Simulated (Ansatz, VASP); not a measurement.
# Rh: VASP beside Ansatz

INCAR

```
SYSTEM = Rh
ALGO = Fast
EDIFF = 1E-7
ENCUT = 520
GGA = CA
ISIF = 2
ISMEAR = 0
LASPH = .True.
LCHARG = .True.
LELF = .True.
LREAL = .False.
LVHAR = .True.
LWAVE = .False.
NBANDS = 14
NELM = 60
PREC = Accurate
SIGMA = 0.15
```

KPOINTS

```
k-points
0
Gamma
  22 22 22
  0 0 0
```

POSCAR

```
Rh
1.0
    0.0000000000      2.1348466025      1.4510552357
    2.1348466025      0.0000000000      1.4510552357
    2.1348466025      2.1348466025      0.0000000000
Rh
1
Direct
    0.0000000000      0.0000000000      0.0000000000
```

Input for Ansatz:

```yaml
crystal:
  lattice:
    - [0.0, 2.1348466025, 1.4510552357]
    - [2.1348466025, 0.0, 1.4510552357]
    - [2.1348466025, 2.1348466025, 0.0]
  atoms:
    - { symbol: Rh, position: [0.0, 0.0, 0.0] }
basis:
  ecutwfc: 420
kpoints:
  mp_grid: { grid: [22, 22, 22] }
hamiltonian:
  xc: lda
  pseudopotentials: { kind: paw, azcp: { folder: soft_1 } }
scf:
  occupations: { method: gaussian, width: 0.15 }
output:
  forces: true
  stress: true
  eigenvalues: true
```

Alike in both runs: task single point; functional LDA; k mesh 22 × 22 × 22; occupations gaussian, width 0.15 eV; no spin polarisation.

|  | VASP | Ansatz |
| --- | --- | --- |
| version | VASP 6.6.1 | Ansatz 0.2.0 |
| potentials or method | VASP PAW LDA potentials, release 64 (Rh_pv), cutoff 520 eV | scalar-relativistic, plane waves, PAW |
| valence electrons in the cell | 15 | 17 |

Ansatz gave:

| Item | Value |
| --- | --- |
| gap on the k mesh at the Fermi level (eV) | none |
| pressure (GPa) | 8.2 |
| traceless stress, the component that is largest in VASP (GPa) | -9.14 |

**Question.** What did VASP give for the same quantities?

**Answer.** gap on the k mesh at the Fermi level (eV): none; pressure (GPa): 9.0; traceless stress, the component that is largest in VASP (GPa): -9.00.

Ansatz warns that its potentials were made for another functional, while VASP's fit it. LDA's correlation is that of Perdew and Zunger in VASP and of Perdew and Wang (1992) in Ansatz. A gap of «none» marks a metal or a gap that the smearing closes. VASP's potentials hold 15 valence electrons a cell and Ansatz's 17, so a difference there can come from the potentials and not from the codes.
